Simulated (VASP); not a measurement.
# Ge (I4_1/amd) in VASP: a series of runs

Runs on Ge. Level: PBE. Tasks: single point.

Program: VASP 6.6.1. These are calculated values, not measurements. Logs are shortened: lines on timing, memory, paths and dates and some standing lists are left out, and cuts for length are marked.

## 1. The cell of the first run

It takes space group I4_1/amd (No. 141, tetragonal). The conventional cell has a = 4.114 Å, b = 4.114 Å, c = 5.726 Å, α = 90.00°, β = 90.00°, γ = 90.00°. Ge (site symmetry -4m2) has 4 Ge at 2.51 Å within 3.3 Å.

## 2. Single point, PBE (strained cell)

Input file INCAR:

```
PREC = Accurate ; ENCUT = 500
EDIFF = 1E-6 ; ISMEAR = 0
SIGMA = 0.1 ; LREAL = F
LASPH = T ; NELM = 120
ALGO = Normal ; ISIF = 2
LWAVE = F ; LCHARG = F
GGA = PE ; NBANDS = 21
GGA_COMPAT = F
```

Input file KPOINTS:

```
Automatic mesh
0
Gamma
  10 10 10
```

Input file POSCAR:

```
Ge
1.0
    0.0000000000      2.9093124664      2.8632243481
    2.9093124664      0.0000000000      2.8632243481
    2.9093124664      2.9093124664      0.0000000000
Ge
2
Direct
    0.0000000000      0.0000000000      0.0000000000
    0.2500000000      0.2500000000      0.2500000000
```

Potentials or basis: VASP PAW PBE potentials, release 64 (Ge_d).

Run with:

```sh
$ cat potpaw_PBE.64/Ge_d/POTCAR > POTCAR
$ mpirun -np 1 vasp_std > vasp.out
```

OUTCAR:

```text
PREC = Accurate
   ENCUT = 500
   EDIFF = 1E-6
   ISMEAR = 0
   LREAL = F
   LASPH = T
   NELM = 120
   ISIF = 2
   GGA = PE

 ion  position               nearest neighbor table
   1  0.000  0.000  0.000-   2 2.51   2 2.51   2 2.51   2 2.51
   2  0.250  0.250  0.250-   1 2.51   1 2.51   1 2.51   1 2.51

  LATTYP: Found a body centered tetragonal cell.
 ALAT       =     4.1143891472
 C/A-ratio  =     1.3918101792

  Lattice vectors:

 A1 = (   0.0000000000,  -2.9093124664,  -2.8632243481)
 A2 = (   0.0000000000,   2.9093124664,  -2.8632243481)
 A3 = (   2.9093124664,   0.0000000000,   2.8632243481)

Analysis of symmetry for initial positions (statically):
=====================================================================
 Subroutine PRICEL returns:
 Original cell was already a primitive cell.

 Routine SETGRP: Setting up the symmetry group for a
 body centered tetragonal supercell.

 Subroutine GETGRP returns: Found 16 space group operations
 (whereof  8 operations were pure point group operations)
 out of a pool of 16 trial point group operations.

The static configuration has the point symmetry D_2d.
 The point group associated with its full space group is D_4h.

Analysis of symmetry for dynamics (positions and initial velocities):
=====================================================================
 Subroutine PRICEL returns:
 Original cell was already a primitive cell.

 Routine SETGRP: Setting up the symmetry group for a
 body centered tetragonal supercell.

 Subroutine GETGRP returns: Found 16 space group operations
 (whereof  8 operations were pure point group operations)
 out of a pool of 16 trial point group operations.

The dynamic configuration has the point symmetry D_2d.
 The point group associated with its full space group is D_4h.

 Subroutine INISYM returns: Found 16 space group operations
 (whereof  8 operations are pure point group operations),
 and found     1 'primitive' translations

----------------------------------------------------------------------------------------

                                     Primitive cell

  volume of cell :      48.4692

  direct lattice vectors                    reciprocal lattice vectors
     0.000000000  2.909312466  2.863224348    -0.171861911  0.171861911  0.174628300
     2.909312466  0.000000000  2.863224348     0.171861911 -0.171861911  0.174628300
     2.909312466  2.909312466  0.000000000     0.171861911  0.171861911 -0.174628300

  length of vectors
     4.081930021  4.081930021  4.114389147     0.299279261  0.299279261  0.299279261

  position of ions in fractional coordinates (direct lattice)
     0.000000000  0.000000000  0.000000000
     0.250000000  0.250000000  0.250000000

  ion indices of the primitive-cell ions
   primitive index   ion index
                 1           1
                 2           2

----------------------------------------------------------------------------------------

 KPOINTS: Automatic mesh

Automatic generation of k-mesh.
 Grid dimensions read from file:
 generate k-points for:   10   10   10

 Generating k-lattice:

  Cartesian coordinates                     Fractional coordinates (reciprocal lattice)
    -0.017186191  0.017186191  0.017462830     0.100000000 -0.000000000  0.000000000
     0.017186191 -0.017186191  0.017462830    -0.000000000  0.100000000  0.000000000
     0.017186191  0.017186191 -0.017462830     0.000000000  0.000000000  0.100000000

  Length of vectors
     0.029927926  0.029927926  0.029927926

  Shift w.r.t. Gamma in fractional coordinates (k-lattice)
     0.000000000  0.000000000  0.000000000

 Subroutine IBZKPT returns following result:
 ===========================================

 Found    102 irreducible k-points:

 Following reciprocal coordinates:
            Coordinates               Weight
  0.000000  0.000000  0.000000      1.000000
  0.100000  0.000000  0.000000      8.000000
  0.200000  0.000000  0.000000      8.000000
  0.300000 -0.000000  0.000000      8.000000
  0.400000  0.000000  0.000000      8.000000
  0.500000 -0.000000  0.000000      4.000000
[... 16 lines left out ...]
  0.300000  0.300000  0.000000      2.000000
  0.400000  0.300000  0.000000      8.000000
 [... further k-points ...]
   k-points           NKPTS =    102   k-points in BZ     NKDIM =    102   number of bands    NBANDS=     21
   number of dos      NEDOS =    301   number of ions     NIONS =      2
   total plane-waves  NPLWV =  27000
   dimension x,y,z NGX =    30 NGY =   30 NGZ =   30
   dimension x,y,z NGXF=    60 NGYF=   60 NGZF=   60
   ions per type =               2
   NGX,Y,Z   is equivalent  to a cutoff of  12.22, 12.22, 12.12 a.u.
   NGXF,Y,Z  is equivalent  to a cutoff of  24.44, 24.44, 24.24 a.u.
 SYSTEM =  unknown system
   PREC   = accura    normal or accurate (medium, high low for compatibility)
   ISTART =      0    job   : 0-new  1-cont  2-samecut
   ICHARG =      2    charge: 1-file 2-atom 10-const
   ISPIN  =      1    spin polarized calculation?
   LNONCOLLINEAR =      F non collinear calculations
   LSORBIT =      F    spin-orbit coupling
   LASPH  =      T    aspherical Exc in radial PAW
   ENCUT  =  500.0 eV  36.75 Ry    6.06 a.u.   7.44  7.44  7.50*2*pi/ulx,y,z
   NELM   =    120;   NELMIN=  2; NELMDL= -5     # of ELM steps
   EDIFF  = 0.1E-05   stopping-criterion for ELM
   LREAL  =      F    real-space projection
[... 7 lines left out ...]
   TEBEG  =    0.0;   TEEND  =   0.0 temperature during run
   PSTRESS=    0.0 pullay stress
   NELECT =      28.0000    total number of electrons
   NUPDOWN=      -1.0000    fix difference up-down
   EMIN   =  10.00;   EMAX   =-10.00  energy-range for DOS
   EFERMI =   0.00;   METHOD = LEGACY
   ISMEAR =     0;   SIGMA  =   0.10  broadening in eV -4-tet -1-fermi 0-gaus
   EFERMI_NEDOS =   21; number of points for ismear=-14 and -15
   IALGO  =     38    algorithm
   IMIX   =      4    mixing-type and parameters
     AMIX     =   0.40;   BMIX     =  1.00
     AMIX_MAG =   1.60;   BMIX_MAG =  1.00
  volume/ion in A,a.u.               =      24.23       163.54
  Fermi-wavevector in a.u.,A,eV,Ry     =   1.363449  2.576544 25.293127  1.858992
  Thomas-Fermi vector in A             =   2.489851
   LORBIT       =      0    0 simple, 1 ext, 2 COOP (PROOUT), +10 PAW based schemes
   GGA     = PE    functional components
   LHFCALC =     F    Hartree Fock is set to
   AEXX    =    0.0000 exact exchange contribution
   IVDW    =     0    specifies the selected vdW correction
   LEPSILON=     F    determine dielectric tensor
   LRPA    =     F    only Hartree local field effects (RPA)
 non-spin polarized calculation
 Gauss-broadening in eV      SIGMA  =   0.10
  energy-cutoff  :      500.00
  volume of cell :       48.47
 maximum number of plane-waves:      1253
 NGX is ok and might be reduce to    30
   NGX = 15   NGY = 15   NGZ = 15

 number of electron      27.9999971 magnetization

 Free energy of the ion-electron system (eV)
  ---------------------------------------------------
  ext. energy  EPLUGINS =         0.00000000
  ---------------------------------------------------
  free energy    TOTEN  =        -9.03025738 eV

  energy without entropy =       -9.02963547  energy(sigma->0) =       -9.02994643

 E-fermi :   4.2999     XC(G=0):  -9.6059

 val. band max:        4.1835475316   @ k =   0.1000   0.0000   0.0000
 cond. band min:       4.3132279146   @ k =   0.0000   0.0000   0.0000
 fundamental gap:      0.1296803830
 Fermi energy:         4.2999267126

 k-point     1 :       0.0000    0.0000    0.0000
  band No.  band energies     occupation
      1     -20.3813      2.00000
      2     -20.3785      2.00000
      3     -20.3785      2.00000
      4     -20.3485      2.00000
      5     -20.3481      2.00000
      6     -20.1740      2.00000
[... 13 lines left out ...]
     20      13.5037      0.00000
     21      13.7967      0.00000

 k-point     2 :       0.1000    0.0000    0.0000
  band No.  band energies     occupation
      1     -20.3852      2.00000
      2     -20.3832      2.00000
      3     -20.3779      2.00000
      4     -20.3420      2.00000
      5     -20.3417      2.00000
      6     -20.1813      2.00000
[... 13 lines left out ...]
     20      12.8893      0.00000
     21      13.1083      0.00000

 k-point     3 :       0.2000    0.0000    0.0000
  band No.  band energies     occupation
      1     -20.3927      2.00000
      2     -20.3904      2.00000
      3     -20.3744      2.00000
      4     -20.3301      2.00000
      5     -20.3301      2.00000
      6     -20.1921      2.00000
[... 13 lines left out ...]
     20      12.4594      0.00000
     21      12.6040      0.00000

 k-point     4 :       0.3000   -0.0000    0.0000
  band No.  band energies     occupation
      1     -20.3982      2.00000
      2     -20.3954      2.00000
      3     -20.3697      2.00000
      4     -20.3204      2.00000
      5     -20.3201      2.00000
      6     -20.2001      2.00000
[... 13 lines left out ...]
     20      12.8484      0.00000
     21      12.8762      0.00000

 k-point     5 :       0.4000    0.0000    0.0000
  band No.  band energies     occupation
      1     -20.4010      2.00000
      2     -20.3978      2.00000
      3     -20.3658      2.00000
      4     -20.3151      2.00000
      5     -20.3145      2.00000
      6     -20.2042      2.00000
[... 13 lines left out ...]
     20      13.9616      0.00000
     21      14.0338      0.00000
[... 382 lines left out ...]
     20      13.2926      0.00000
     21      15.3773      0.00000

 k-point    22 :      -0.2000    0.2000    0.0000
  band No.  band energies     occupation
      1     -20.4057      2.00000
      2     -20.4025      2.00000
      3     -20.3576      2.00000
      4     -20.3207      2.00000
      5     -20.3022      2.00000
      6     -20.2177      2.00000
[... 13 lines left out ...]
     20      13.9094      0.00000
     21      14.2595      0.00000

 k-point    23 :       0.3000    0.3000    0.0000
  band No.  band energies     occupation
      1     -20.3974      2.00000
      2     -20.3974      2.00000
      3     -20.3769      2.00000
      4     -20.3085      2.00000
      5     -20.2771      2.00000
      6     -20.2604      2.00000
[... 13 lines left out ...]
     20      15.0124      0.00000
     21      15.2580      0.00000

 k-point    24 :       0.4000    0.3000    0.0000
  band No.  band energies     occupation
      1     -20.4062      2.00000
      2     -20.4012      2.00000
      3     -20.3625      2.00000
      4     -20.2958      2.00000
      5     -20.2750      2.00000
      6     -20.2631      2.00000
[... 13 lines left out ...]
     20      15.6531      0.00000
     21      15.7506      0.00000

 [... further k-points ...]

------------------------ aborting loop because EDIFF is reached ----------------------------------------

  FORCE on cell =-STRESS in cart. coord.  units (eV):
  Direction    XX          YY          ZZ          XY          YZ          ZX
  --------------------------------------------------------------------------------------
  -------------------------------------------------------------------------------------
  Total       -0.3681859     -0.3681859     -0.0583183      0.0000000      0.0000000     -0.0000000
  in kB      -12.1705897    -12.1705897     -1.9277453      0.0000000      0.0000000     -0.0000000
  external PRESSURE =      -8.7563082 kB  Pullay stress =       0.0000000 kB

 VOLUME and BASIS-vectors are now :
 -----------------------------------------------------------------------------
  energy-cutoff  :      500.00
  volume of cell :       48.47
      direct lattice vectors                 reciprocal lattice vectors
     0.000000000  2.909312466  2.863224348    -0.171861911  0.171861911  0.174628300
     2.909312466  0.000000000  2.863224348     0.171861911 -0.171861911  0.174628300
     2.909312466  2.909312466  0.000000000     0.171861911  0.171861911 -0.174628300

 POSITION                                       TOTAL-FORCE (eV/Angst)
 -----------------------------------------------------------------------------------
      0.00000      0.00000      0.00000        -0.000000     -0.000000      0.000000
      1.45466      1.45466      1.43161         0.000000      0.000000      0.000000
 -----------------------------------------------------------------------------------
    total drift:                                0.000000      0.000000      0.000000

  FREE ENERGIE OF THE ION-ELECTRON SYSTEM (eV)
  ---------------------------------------------------
  free  energy   TOTEN  =        -9.0302573823 eV

  energy  without entropy=       -9.0296354749  energy(sigma->0) =       -9.02994643
```

Run time: 100 s. Hardware: 1 thread of AMD EPYC 7R13, shared host; peak memory 0.19 GiB.

What came out:

```yaml
Free_energy: -9.0303 eV
Pressure: -0.9 GPa
```

Caveat: the cell differs from its parent crystal (strained cell).

(Continued in part 2 of 2.)
